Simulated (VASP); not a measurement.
## C: single point with PBE

The system is C.

```
C
1.0
     1.27566   -2.20945    0.00000
     1.27566    2.20945    0.00000
     0.00000    0.00000    9.00622
C
4
Direct
  0.08333 0.91667 0.75030
  0.58333 0.41667 0.24970
  0.91667 0.08333 0.24970
  0.41667 0.58333 0.75030
```

```
Program                : VASP 6.6.1
Task                   : single point
Functional             : PBE
Potentials or basis    : VASP PAW PBE potentials, release 64 (C)
Cutoff                 : 520 eV
k mesh                 : 21 × 21 × 6
Occupations            : gaussian, width 0.15 eV
Spin                   : no spin polarisation
Dipole correction      : no
Further INCAR settings : ALGO = Normal; EDIFF = 1e-07; NBANDS = 16
```

```json
{"Pressure": "-17.6 GPa", "Band gap on the k mesh": "zero (filled and empty bands touch)"}
```

Stress tensor (GPa, compression positive):
```
-26.42   0.00   0.00
  0.00 -26.42   0.00
  0.00   0.00  -0.07
```

Levels at points of the mesh, in eV from the Fermi level:
```tsv
k point	band 4	band 5	band 6	band 7	band 8	band 9	band 10	band 11	band 12	band 13
(0.00, 0.00, 0.00)	-6.77	-3.07	-3.07	-3.07	-3.07	3.29	6.12	7.66	7.66	7.67
(0.00, 0.00, 0.50)	-6.95	-3.07	-3.07	-3.07	-3.07	4.36	4.37	7.66	7.66	7.66
```

It took 5.8 min on 1 thread of AMD EPYC 7R13 Processor (Zen 3), with other jobs on the host, peak memory 0.35 GiB.

Caveat: the stress differs along the axes, from -26 to -0 GPa; this functional lacks dispersion, which binds layers or chains, so the pressure and a relaxed spacing across them are unreliable.
